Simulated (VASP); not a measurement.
Here is a VASP 6.6.1 calculation.

Contents of POSCAR:

```
ZrH3
1.0
    3.0783273584      0.0000000000      0.0000000000
    0.0000000000      3.0783273584      0.0000000000
    0.0000000000      0.0000000000      3.0783273584
Zr H
1 3
Direct
    0.0000000000      0.0000000000      0.0000000000
    0.0000000000      0.5000000000      0.5000000000
    0.5000000000      0.0000000000      0.5000000000
    0.5000000000      0.5000000000      0.0000000000
```

INCAR.step1

```
SYSTEM = ZrH3
PREC = Accurate
ENCUT = 520
ISMEAR = 1
SIGMA = 0.1
LREAL = .FALSE.
LASPH = .TRUE.
NELM = 60
NBANDS = 16
GGA = PE
ALGO = Normal
EDIFF = 1E-4
LWAVE = .TRUE.
LCHARG = .FALSE.
```

INCAR.step2

```
SYSTEM = ZrH3
PREC = Accurate
ENCUT = 520
EDIFF = 1E-6
ISMEAR = 1
SIGMA = 0.1
LREAL = .FALSE.
LASPH = .TRUE.
NELM = 60
ALGO = Normal
ISIF = 2
LWAVE = .FALSE.
LCHARG = .TRUE.
METAGGA = R2SCAN
LMIXTAU = .TRUE.
LELF = .TRUE.
LVHAR = .TRUE.
NBANDS = 16
ISTART = 1
```

The input KPOINTS:

```
Automatic mesh
0
G
  7 7 7
  0 0 0
```

Potentials or basis: VASP PAW PBE potentials, release 64 (Zr_sv, H).

Command:

```console
$ cat potpaw_PBE.64/Zr_sv/POTCAR potpaw_PBE.64/H/POTCAR > POTCAR
$ cp INCAR.step1 INCAR
$ mpirun -np 1 vasp_std > vasp.out
$ cp INCAR.step2 INCAR
$ mpirun -np 1 vasp_std > vasp.out
```

Q: What does it give for the pressure?

A: 4.9 GPa.

Caveat: the PAW data sets were made with another functional, which shifts forces and pressure a little.
